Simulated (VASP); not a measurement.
# Zn (P6_3/mmc) in VASP: further runs, part 2 of 2

VASP 6.6.1.

### Step 3. Single point, r2SCAN

This run uses another cell than the first one, of 15.64 Å³/atom, 1.020 times its volume.

POSCAR reads:

```
Zn
1.0
    2.6876826345      0.0000000000      0.0000000000
   -1.3438413173      2.3276014388      0.0000000000
    0.0000000000      0.0000000000      4.9988883757
Zn
2
Direct
    0.6666666667      0.3333333333      0.7500000000
    0.3333333333      0.6666666667      0.2500000000
```

INCAR.step1 reads:

```
SYSTEM = Zn
PREC = Accurate ; ENCUT = 520
ISMEAR = -1 ; SIGMA = 0.05
LREAL = .FALSE. ; LASPH = .TRUE.
NELM = 80 ; NBANDS = 19
GGA = PE ; ALGO = Normal
EDIFF = 1E-4 ; LWAVE = .TRUE.
LCHARG = .FALSE.
```

INCAR.step2 reads:

```
SYSTEM = Zn
PREC = Accurate ; ENCUT = 520
EDIFF = 1E-6 ; ISMEAR = -1
SIGMA = 0.05 ; LREAL = .FALSE.
LASPH = .TRUE. ; NELM = 80
ALGO = Normal ; ISIF = 2
LWAVE = .FALSE. ; LCHARG = .TRUE.
METAGGA = R2SCAN ; LMIXTAU = .TRUE.
LELF = .TRUE. ; LVHAR = .TRUE.
NBANDS = 19 ; ISTART = 1
```

KPOINTS reads:

```
Automatic mesh
0
G
  11 11 6
  0 0 0
```

Potentials or basis: VASP PAW PBE potentials, release 64 (Zn).

Launch:

```console
> cat potpaw_PBE.64/Zn/POTCAR > POTCAR
> cp INCAR.step1 INCAR
> mpirun -np 1 vasp_std > vasp.out
> cp INCAR.step2 INCAR
> mpirun -np 1 vasp_std > vasp.out
```

OUTCAR:

```text
SYSTEM = Zn
   PREC = Accurate
   ENCUT = 520
   EDIFF = 1E-6
   ISMEAR = -1
   LREAL = .FALSE.
   LASPH = .TRUE.
   NELM = 80
   ISIF = 2
   METAGGA = R2SCAN
   ISTART = 1

 ion  position               nearest neighbor table
   1  0.667  0.333  0.750-   2 2.94   2 2.94   2 2.94   2 2.94   2 2.94   2 2.94
   2  0.333  0.667  0.250-   1 2.94   1 2.94   1 2.94   1 2.94   1 2.94   1 2.94

  LATTYP: Found a hexagonal cell.
 ALAT       =     2.6876826345
 C/A-ratio  =     1.8599250937

  Lattice vectors:

 A1 = (   2.6876826345,   0.0000000000,   0.0000000000)
 A2 = (  -1.3438413173,   2.3276014388,   0.0000000000)
 A3 = (   0.0000000000,   0.0000000000,   4.9988883757)

Analysis of symmetry for initial positions (statically):
=====================================================================
 Subroutine PRICEL returns:
 Original cell was already a primitive cell.

 Routine SETGRP: Setting up the symmetry group for a
 hexagonal supercell.

 Subroutine GETGRP returns: Found 24 space group operations
 (whereof 12 operations were pure point group operations)
 out of a pool of 24 trial point group operations.

The static configuration has the point symmetry D_3d.
 The point group associated with its full space group is D_6h.

Analysis of symmetry for dynamics (positions and initial velocities):
=====================================================================
 Subroutine PRICEL returns:
 Original cell was already a primitive cell.

 Routine SETGRP: Setting up the symmetry group for a
 hexagonal supercell.

 Subroutine GETGRP returns: Found 24 space group operations
 (whereof 12 operations were pure point group operations)
 out of a pool of 24 trial point group operations.

The dynamic configuration has the point symmetry D_3d.
 The point group associated with its full space group is D_6h.

 Subroutine INISYM returns: Found 24 space group operations
[... 106 lines left out ...]
   TEBEG  =    0.0;   TEEND  =   0.0 temperature during run
   PSTRESS=    0.0 pullay stress
   NELECT =      24.0000    total number of electrons
   NUPDOWN=      -1.0000    fix difference up-down
   EMIN   =  10.00;   EMAX   =-10.00  energy-range for DOS
   EFERMI =   0.00;   METHOD = LEGACY
   ISMEAR =    -1;   SIGMA  =   0.05  broadening in eV -4-tet -1-fermi 0-gaus
   EFERMI_NEDOS =   21; number of points for ismear=-14 and -15
   IALGO  =     38    algorithm
   IMIX   =      4    mixing-type and parameters
     AMIX     =   0.40;   BMIX     =  1.00
     AMIX_MAG =   1.60;   BMIX_MAG =  1.00
  volume/ion in A,a.u.               =      15.64       105.52
  Fermi-wavevector in a.u.,A,eV,Ry     =   1.498851  2.832418 30.566242  2.246555
  Thomas-Fermi vector in A             =   2.610557
   LORBIT       =      0    0 simple, 1 ext, 2 COOP (PROOUT), +10 PAW based schemes
   METAGGA = R2SCAN    functional components
   LHFCALC =     F    Hartree Fock is set to
   AEXX    =    0.0000 exact exchange contribution
   IVDW    =     0    specifies the selected vdW correction
   LEPSILON=     F    determine dielectric tensor
   LRPA    =     F    only Hartree local field effects (RPA)
 non-spin polarized calculation
  energy-cutoff  :      520.00
  volume of cell :       31.27
 maximum number of plane-waves:       857
 NGX is ok and might be reduce to    20
   NGX =  9   NGY =  9   NGZ = 19

 number of electron      24.0000003 magnetization

 Free energy of the ion-electron system (eV)
  ---------------------------------------------------
  ext. energy  EPLUGINS =         0.00000000
  ---------------------------------------------------
  free energy    TOTEN  =       -17.73870043 eV

  energy without entropy =      -17.73446180  energy(sigma->0) =      -17.73658112

 E-fermi :   2.6644     XC(G=0): -12.4589

 val. band max:        2.6450300059   @ k =   0.3636   0.2727   0.3333
 cond. band min:       2.7369885589   @ k =   0.1818   0.0000   0.1667
 fundamental gap:      0.0919585529
 Fermi energy:         2.6644265242

 k-point     1 :       0.0000    0.0000    0.0000
  band No.  band energies     occupation
      1      -7.8481      2.00000
      2      -6.0585      2.00000
      3      -5.3629      2.00000
      4      -5.1282      2.00000
      5      -5.1281      2.00000
      6      -5.0803      2.00000
[... 505 lines left out ...]
      6      -5.0896      2.00000
[... 11 lines left out ...]
     18      17.8204      0.00000
     19      19.9993      0.00000

 [... further k-points ...]
[... 5 lines left out ...]
  --------------------------------------------------------------------------------------
  -------------------------------------------------------------------------------------
  Total       -1.1585294     -1.1585294     -0.9821695      0.0000000      0.0000000      0.0000000
  in kB      -59.3550409    -59.3550409    -50.3195748      0.0000000      0.0000000      0.0000000
  external PRESSURE =     -56.3432189 kB  Pullay stress =       0.0000000 kB

 VOLUME and BASIS-vectors are now :
 -----------------------------------------------------------------------------
  energy-cutoff  :      520.00
  volume of cell :       31.27
      direct lattice vectors                 reciprocal lattice vectors
     2.687682634  0.000000000  0.000000000     0.372067739  0.214813409  0.000000000
    -1.343841317  2.327601439  0.000000000     0.000000000  0.429626818  0.000000000
     0.000000000  0.000000000  4.998888376     0.000000000  0.000000000  0.200044475

 POSITION                                       TOTAL-FORCE (eV/Angst)
 -----------------------------------------------------------------------------------
      1.34384      0.77587      3.74917         0.000000      0.000000      0.000000
     -0.00000      1.55173      1.24972        -0.000000     -0.000000      0.000000
 -----------------------------------------------------------------------------------
    total drift:                               -0.000000      0.000000      0.000000

  FREE ENERGIE OF THE ION-ELECTRON SYSTEM (eV)
  ---------------------------------------------------
  free  energy   TOTEN  =       -17.7387004287 eV

  energy  without entropy=      -17.7344618024  energy(sigma->0) =      -17.73658112
```

OUTCAR.step1:

```text
SYSTEM = Zn
   PREC = Accurate
   ENCUT = 520
   ISMEAR = -1
   LREAL = .FALSE.
   LASPH = .TRUE.
[... 752 lines left out ...]
      1.34384      0.77587      3.74917         0.000000     -0.000000      0.000000
     -0.00000      1.55173      1.24972        -0.000000      0.000000      0.000000
 -----------------------------------------------------------------------------------
    total drift:                               -0.000000      0.000000      0.000000

  FREE ENERGIE OF THE ION-ELECTRON SYSTEM (eV)
  ---------------------------------------------------
  free  energy   TOTEN  =        -2.1986935361 eV

  energy  without entropy=       -2.1939856834  energy(sigma->0) =       -2.19633961
```

It took 88 s on 1 thread of Intel Xeon Platinum 8488C (Sapphire Rapids), shared host; peak memory 0.16 GiB.

What came out:

| Property | Result |
| --- | --- |
| Free energy | -17.7387 eV |
| Pressure | -5.6 GPa |
| Band gap on the k mesh | zero (band 12 reaches 4.50 eV, above the bottom of band 13 at -0.39 eV) |

Stress tensor (GPa, compression positive):
```
-5.94  0.00  0.00
 0.00 -5.94  0.00
 0.00  0.00 -5.03
```

Levels at points of the mesh, in eV from the Fermi level:
```
           k point  band 8  band 9  band 10  band 11  band 12  band 13  band 14  band 15  band 16  band 17
(0.00, 0.00, 0.00)   -7.43   -7.43    -7.24    -7.24    -3.53    -3.05    14.16    17.70    18.22    18.22
(0.00, 0.00, 0.50)   -7.71   -7.32    -7.32    -7.32    -7.32     4.83     4.83    19.56    19.56    19.56
```

Caveat: the PAW data sets were made with another functional, which shifts forces and pressure a little.
